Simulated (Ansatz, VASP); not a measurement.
# Two plane-wave programs on AlRu

INCAR

```
SYSTEM = AlRu
PREC = Accurate ; ENCUT = 520
EDIFF = 1E-6 ; ISMEAR = 0
SIGMA = 0.15 ; LREAL = .FALSE.
LASPH = .TRUE. ; NELM = 100
ALGO = Fast ; ISIF = 2
LWAVE = .FALSE. ; LCHARG = .FALSE.
GGA = PE ; NBANDS = 16
```

KPOINTS

```
Automatic mesh
0
G
  18 18 18
  0 0 0
```

File POSCAR:

```
AlRu
1.0
    2.8152033840      0.0000000000      0.0000000000
    0.0000000000      2.8152033840      0.0000000000
    0.0000000000      0.0000000000      3.3782440608
Al Ru
1 1
Direct
    0.0000000000      0.0000000000      0.0000000000
    0.5000000000      0.5000000000      0.5000000000
```

Input for Ansatz:

```yaml
crystal:
  lattice:
    - [2.815203384, 0.0, 0.0]
    - [0.0, 2.815203384, 0.0]
    - [0.0, 0.0, 3.3782440608]
  atoms:
    - { symbol: Al, position: [0.0, 0.0, 0.0] }
    - { symbol: Ru, position: [0.5, 0.5, 0.5] }
basis:
  ecutwfc: 420
kpoints:
  mp_grid: { grid: [18, 18, 18] }
hamiltonian:
  xc: pbe
scf:
  occupations: { method: gaussian, width: 0.15 }
output:
  forces: true
  stress: true
  eigenvalues: true
```

Alike in both runs: task single point; functional PBE; k mesh 18 × 18 × 18; occupations gaussian, width 0.15 eV; no spin polarisation.

|  | VASP | Ansatz |
| --- | --- | --- |
| version | VASP 6.6.1 | Ansatz 0.2.0 |
| potentials or method | VASP PAW PBE potentials, release 64 (Al, Ru_pv), cutoff 520 eV | scalar-relativistic, plane waves, PAW |
| valence electrons in the cell | 17 | 19 |

```tsv
	VASP	Ansatz	Ansatz less VASP
gap on the k mesh at the Fermi level (eV)	none	none	-
pressure (GPa)	5.7	5.8	+0.11
traceless stress, the component that is largest in VASP (GPa)	-17.80	-17.79	+0.005
```

A gap of «none» marks a metal or a gap that the smearing closes. With one functional, cell and mesh, what is left measures potentials, basis and numerics. VASP's potentials hold 17 valence electrons a cell and Ansatz's 19, so a difference there can come from the potentials and not from the codes.
